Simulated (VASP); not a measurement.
# Bi2Se3 in VASP: single point with PBE+D3(BJ)

Aim: the single point of Bi2Se3 with PBE+D3(BJ).

Everything below comes from runs of VASP 6.6.1. Logs are shortened: lines on timing, memory, paths and dates and some standing lists are left out, and cuts for length are marked.

**1. The cell of the first run**

The cell holds a slab with vacuum, 15 atoms: a = 4.144 Å, b = 9.790 Å, c = 24.891 Å, α = 90.00°, β = 90.00°, γ = 90.00°.

**2. Single point, PBE+D3(BJ)**

Contents of INCAR:

```
PREC     = Accurate       # precision mode
ENCUT    = 520            # plane-wave cutoff, eV
EDIFF    = 1E-7           # SCF threshold, eV
ISMEAR   = 0              # smearing method
SIGMA    = 0.05           # smearing width, eV
LREAL    = Auto         
LASPH    = T              # aspherical terms in the spheres
NELM     = 80             # most SCF steps
ALGO     = Fast           # electronic algorithm
ISIF     = 2              # what is computed and relaxed
LWAVE    = F              # write WAVECAR
LCHARG   = T              # write CHGCAR
LDIPOL   = T            
IDIPOL   = 3            
DIPOL    = 0.5 0.5 0.500
GGA      = PE             # functional
IVDW     = 12             # dispersion correction
LELF     = T              # ELF
LVHAR    = T            
LVACPOTAV= T            
NBANDS   = 85             # bands
```

Contents of KPOINTS:

```
regular mesh
0
Gamma
  8 4 1
```

Contents of POSCAR:

```
Bi2Se3
1.0
    4.1436100065      0.0000000000      0.0000000000
    0.0000000000      9.7896844454      0.0000000000
    0.0000000000      0.0000000000     24.8909696164
Se Bi
9 6
Direct
    0.5000000000      0.3162847390      0.3013140957
    0.5000000000      0.9104242683      0.3602032913
    0.5000000000      0.5045637977      0.4190924870
    0.0000000000      0.2267090073      0.4411108043
    0.0000000000      0.8208485367      0.5000000000
    0.0000000000      0.4149880660      0.5588891957
    0.5000000000      0.1371332757      0.5809075130
    0.5000000000      0.7312728050      0.6397967087
    0.5000000000      0.3254123344      0.6986859043
    0.0000000000      0.1306841506      0.3324763523
    0.0000000000      0.6901643861      0.3879302304
    0.5000000000      0.0411084189      0.4722730609
    0.5000000000      0.6005886544      0.5277269391
    0.0000000000      0.9515326873      0.6120697696
    0.0000000000      0.5110129228      0.6675236477
```

Potentials or basis: VASP PAW PBE potentials, release 64 (Se, Bi_d).

Launch:

```sh
$ cat potpaw_PBE.64/Se/POTCAR potpaw_PBE.64/Bi_d/POTCAR > POTCAR
$ mpirun -np 1 vasp_std > vasp.out
```

OUTCAR:

```text
PREC = Accurate
   ENCUT = 520
   EDIFF = 1E-7
   ISMEAR = 0
   LREAL = Auto
   LASPH = T
   NELM = 80
   ISIF = 2
   GGA = PE
   IVDW = 12
 IVDW          = 12

 ion  position               nearest neighbor table
   1  0.500  0.316  0.301-  10 2.86  10 2.86
   2  0.500  0.910  0.360-  12 3.07  11 3.07  11 3.07  10 3.07  10 3.07
   3  0.500  0.505  0.419-  11 2.86  11 2.86  13 2.86
   4  0.000  0.227  0.441-  10 2.86  12 2.86  12 2.86
   5  0.000  0.821  0.500-  11 3.07  14 3.07  12 3.07  12 3.07  13 3.07  13 3.07
   6  0.000  0.415  0.559-  15 2.86  13 2.86  13 2.86
   7  0.500  0.137  0.581-  14 2.86  14 2.86  12 2.86
   8  0.500  0.731  0.640-  15 3.07  15 3.07  13 3.07  14 3.07  14 3.07
   9  0.500  0.325  0.699-  15 2.86  15 2.86
  10  0.000  0.131  0.332-   4 2.86   1 2.86   1 2.86   2 3.07   2 3.07
  11  0.000  0.690  0.388-   3 2.86   3 2.86   5 3.07   2 3.07   2 3.07
  12  0.500  0.041  0.472-   4 2.86   4 2.86   7 2.86   2 3.07   5 3.07   5 3.07
  13  0.500  0.601  0.528-   6 2.86   6 2.86   3 2.86   8 3.07   5 3.07   5 3.07
  14  0.000  0.952  0.612-   7 2.86   7 2.86   5 3.07   8 3.07   8 3.07
  15  0.000  0.511  0.668-   6 2.86   9 2.86   9 2.86   8 3.07   8 3.07

  LATTYP: Found a simple orthorhombic cell.
 ALAT       =     4.1436100065
 B/A-ratio  =     2.3625979351
 C/A-ratio  =     6.0070734402

  Lattice vectors:

 A1 = (   4.1436100065,   0.0000000000,   0.0000000000)
 A2 = (   0.0000000000,   9.7896844454,   0.0000000000)
 A3 = (   0.0000000000,   0.0000000000,  24.8909696164)

Analysis of symmetry for initial positions (statically):
=====================================================================
 Subroutine PRICEL returns:
 Original cell was already a primitive cell.

 Routine SETGRP: Setting up the symmetry group for a
 simple orthorhombic supercell.

 Subroutine GETGRP returns: Found  4 space group operations
 (whereof  2 operations were pure point group operations)
 out of a pool of  8 trial point group operations.

The static configuration has the point symmetry C_1h.
 The point group associated with its full space group is C_2h.

Analysis of symmetry for dynamics (positions and initial velocities):
=====================================================================
 Subroutine PRICEL returns:
 Original cell was already a primitive cell.

 Routine SETGRP: Setting up the symmetry group for a
 simple orthorhombic supercell.

 Subroutine GETGRP returns: Found  4 space group operations
 (whereof  2 operations were pure point group operations)
 out of a pool of  8 trial point group operations.

The dynamic configuration has the point symmetry C_1h.
 The point group associated with its full space group is C_2h.

 Subroutine INISYM returns: Found  4 space group operations
 (whereof  2 operations are pure point group operations),
 and found     1 'primitive' translations

----------------------------------------------------------------------------------------

                                     Primitive cell

  volume of cell :    1009.6931

  direct lattice vectors                    reciprocal lattice vectors
     4.143610007  0.000000000  0.000000000     0.241335453  0.000000000  0.000000000
     0.000000000  9.789684445  0.000000000     0.000000000  0.102148338  0.000000000
     0.000000000  0.000000000 24.890969616     0.000000000  0.000000000  0.040175213

  length of vectors
     4.143610007  9.789684445 24.890969616     0.241335453  0.102148338  0.040175213

  position of ions in fractional coordinates (direct lattice)
     0.500000000  0.316284739  0.301314096
     0.500000000  0.910424268  0.360203291
     0.500000000  0.504563798  0.419092487
     0.000000000  0.226709007  0.441110804
     0.000000000  0.820848537  0.500000000
     0.000000000  0.414988066  0.558889196
     0.500000000  0.137133276  0.580907513
     0.500000000  0.731272805  0.639796709
     0.500000000  0.325412334  0.698685904
     0.000000000  0.130684151  0.332476352
     0.000000000  0.690164386  0.387930230
     0.500000000  0.041108419  0.472273061
     0.500000000  0.600588654  0.527726939
     0.000000000  0.951532687  0.612069770
     0.000000000  0.511012923  0.667523648

  ion indices of the primitive-cell ions
[... 40 lines left out ...]

 Found     15 irreducible k-points:

 Following reciprocal coordinates:
            Coordinates               Weight
  0.000000  0.000000  0.000000      1.000000
  0.125000  0.000000  0.000000      2.000000
  0.250000  0.000000  0.000000      2.000000
  0.375000  0.000000  0.000000      2.000000
  0.500000  0.000000  0.000000      1.000000
  0.000000  0.250000  0.000000      2.000000
  0.125000  0.250000  0.000000      4.000000
  0.250000  0.250000  0.000000      4.000000
  0.375000  0.250000  0.000000      4.000000
  0.500000  0.250000  0.000000      2.000000
  0.000000  0.500000  0.000000      1.000000
  0.125000  0.500000  0.000000      2.000000
  0.250000  0.500000  0.000000      2.000000
  0.375000  0.500000  0.000000      2.000000
  0.500000  0.500000  0.000000      1.000000
   k-points           NKPTS =     15   k-points in BZ     NKDIM =     15   number of bands    NBANDS=     85
   number of dos      NEDOS =    301   number of ions     NIONS =     15
   total plane-waves  NPLWV = 491520
   dimension x,y,z NGX =    32 NGY =   80 NGZ =  192
   dimension x,y,z NGXF=    64 NGYF=  160 NGZF=  384
   ions per type =               9   6
   NGX,Y,Z   is equivalent  to a cutoff of  12.84, 13.59, 12.82 a.u.
   NGXF,Y,Z  is equivalent  to a cutoff of  25.68, 27.17, 25.65 a.u.
 SYSTEM =  unknown system
   PREC   = accura    normal or accurate (medium, high low for compatibility)
   ISTART =      0    job   : 0-new  1-cont  2-samecut
   ICHARG =      2    charge: 1-file 2-atom 10-const
   ISPIN  =      1    spin polarized calculation?
   LNONCOLLINEAR =      F non collinear calculations
   LSORBIT =      F    spin-orbit coupling
   LASPH  =      T    aspherical Exc in radial PAW
   ENCUT  =  520.0 eV  38.22 Ry    6.18 a.u.   7.70 18.20 46.28*2*pi/ulx,y,z
   NELM   =     80;   NELMIN=  2; NELMDL= -5     # of ELM steps
   EDIFF  = 0.1E-06   stopping-criterion for ELM
   LREAL  =      T    real-space projection
   EDIFFG = 0.1E-05   stopping-criterion for IOM
   NSW    =      0    number of steps for IOM
   IBRION =     -1    ionic relax: 0-MD 1-quasi-New 2-CG
   NFREE  =      0    steps in history (QN), initial steepest desc. (CG)
   ISIF   =      2    stress and relaxation
   ISYM   =      2    0-nonsym 1-usesym 2-fastsym
   POTIM  = 0.5000    time-step for ionic-motion
   TEBEG  =    0.0;   TEEND  =   0.0 temperature during run
   PSTRESS=    0.0 pullay stress
   NELECT =     144.0000    total number of electrons
   NUPDOWN=      -1.0000    fix difference up-down
   EMIN   =  10.00;   EMAX   =-10.00  energy-range for DOS
   EFERMI =   0.00;   METHOD = LEGACY
   ISMEAR =     0;   SIGMA  =   0.05  broadening in eV -4-tet -1-fermi 0-gaus
   EFERMI_NEDOS =   21; number of points for ismear=-14 and -15
   IALGO  =     68    algorithm
   IMIX   =      4    mixing-type and parameters
     AMIX     =   0.40;   BMIX     =  1.00
     AMIX_MAG =   1.60;   BMIX_MAG =  1.00
  volume/ion in A,a.u.               =      67.31       454.25
  Fermi-wavevector in a.u.,A,eV,Ry     =   0.855328  1.616335  9.953825  0.731585
  Thomas-Fermi vector in A             =   1.972060
   LORBIT       =      0    0 simple, 1 ext, 2 COOP (PROOUT), +10 PAW based schemes
   GGA     = PE    functional components
   LHFCALC =     F    Hartree Fock is set to
   AEXX    =    0.0000 exact exchange contribution
   IVDW    =    12    specifies the selected vdW correction
   LEPSILON=     F    determine dielectric tensor
   LRPA    =     F    only Hartree local field effects (RPA)
 non-spin polarized calculation
 RMM-DIIS sequential band-by-band and
 Gauss-broadening in eV      SIGMA  =   0.05
  energy-cutoff  :      520.00
  volume of cell :     1009.69
 maximum number of plane-waves:     27276
 NGX is ok and might be reduce to    32
   NGX = 15   NGY = 37   NGZ = 93

 number of electron     143.9999987 magnetization

 dipolmoment           0.000000      0.000000      0.000000 electrons x Angstroem

 Free energy of the ion-electron system (eV)
  ---------------------------------------------------
  ext. energy  EPLUGINS =         0.00000000
  ---------------------------------------------------
  free energy    TOTEN  =       -58.30578346 eV

  energy without entropy =      -58.29612058  energy(sigma->0) =      -58.30095202

 E-fermi :  -1.0360     XC(G=0):  -4.5886

 val. band max:       -1.0393685947   @ k =   0.5000   0.5000   0.0000
 cond. band min:      -0.9748318887   @ k =   0.0000   0.0000   0.0000
 fundamental gap:      0.0645367060
 Fermi energy:        -1.0359770809

 k-point     1 :       0.0000    0.0000    0.0000
  band No.  band energies     occupation
      1     -24.1689      2.00000
      2     -24.1677      2.00000
      3     -24.1358      2.00000
      4     -24.1357      2.00000
      5     -24.1356      2.00000
      6     -24.1355      2.00000
[... 1294 lines left out ...]
     83       1.8938      0.00000
     84       1.9031      0.00000
 [bands above 84 left out]

------------------------ aborting loop because EDIFF is reached ----------------------------------------

 Edisp (eV)   -4.61590

 E8    (eV) :    -2.1520

  FORCE on cell =-STRESS in cart. coord.  units (eV):
  Direction    XX          YY          ZZ          XY          YZ          ZX
  --------------------------------------------------------------------------------------
  -------------------------------------------------------------------------------------
  Total      -3.77672    -5.36623    -6.05891     0.00000    -2.52938     0.00000
  in kB      -5.99289    -8.51511    -9.61425     0.00000    -4.01362     0.00000
  external pressure =       -8.04 kB  Pullay stress =        0.00 kB

 VOLUME and BASIS-vectors are now :
 -----------------------------------------------------------------------------
  energy-cutoff  :      520.00
  volume of cell :     1009.69
      direct lattice vectors                 reciprocal lattice vectors
     4.143610007  0.000000000  0.000000000     0.241335453  0.000000000  0.000000000
     0.000000000  9.789684445  0.000000000     0.000000000  0.102148338  0.000000000
     0.000000000  0.000000000 24.890969616     0.000000000  0.000000000  0.040175213

 POSITION                                       TOTAL-FORCE (eV/Angst)
 -----------------------------------------------------------------------------------
      2.07181      3.09633      7.50000         0.000000     -0.657237      0.361085
      2.07181      8.91277      8.96581         0.000000     -0.455407      0.439994
      2.07181      4.93952     10.43162         0.000000      0.092983      0.010656
      0.00000      2.21941     10.97968         0.000000     -0.188431     -0.233805
      0.00000      8.03585     12.44548         0.000000      0.000000      0.000000
      0.00000      4.06260     13.91129         0.000000      0.188431      0.233805
      2.07181      1.34249     14.45935         0.000000     -0.092983     -0.010656
      2.07181      7.15893     15.92516         0.000000      0.455407     -0.439994
      2.07181      3.18568     17.39097         0.000000      0.657237     -0.361085
      0.00000      1.27936      8.27566         0.000000      1.178521     -0.069950
      0.00000      6.75649      9.65596         0.000000      0.443349      0.213440
      2.07181      0.40244     11.75533         0.000000      0.066176     -0.425538
      2.07181      5.87957     13.13564         0.000000     -0.066176      0.425538
      0.00000      9.31520     15.23501         0.000000     -0.443349     -0.213440
      0.00000      5.00266     16.61531         0.000000     -1.178521      0.069950
 -----------------------------------------------------------------------------------
    total drift:                                0.000000     -0.000039      0.000059

  FREE ENERGIE OF THE ION-ELECTRON SYSTEM (eV)
  ---------------------------------------------------
  free  energy   TOTEN  =       -62.9216854443 eV

  energy  without entropy=      -62.9120225558  energy(sigma->0) =      -62.91685400

 vacuum level on the upper side and lower side of the slab         4.261         4.261
```

Wall time 57 min (1 thread of Oxide Virtual Turin-like, shared host); peak memory 1.4 GiB.

Results:

```yaml
Free_energy: -62.9217 eV
Largest_force: 1.181 eV/Å
Band_gap_on_the_k_mesh: zero (bands 72 and 73 overlap by 0.10 eV)
Dispersion_energy_per_atom: -0.308 eV
```

Forces in eV/Å, atoms in the order of the input:
```
Se   0.000 -0.657  0.361
Se   0.000 -0.455  0.440
Se   0.000  0.093  0.011
Se   0.000 -0.188 -0.234
Se   0.000  0.000  0.000
Se   0.000  0.188  0.234
Se   0.000 -0.093 -0.011
Se   0.000  0.455 -0.440
Se   0.000  0.657 -0.361
Bi   0.000  1.179 -0.070
Bi   0.000  0.443  0.213
Bi   0.000  0.066 -0.426
Bi   0.000 -0.066  0.426
Bi   0.000 -0.443 -0.213
Bi   0.000 -1.179  0.070
```

Caveat: spin-orbit coupling is left out, which moves the levels of the heavy elements.

The gap in the log of VASP goes by the Fermi energy; the results here count the filled bands.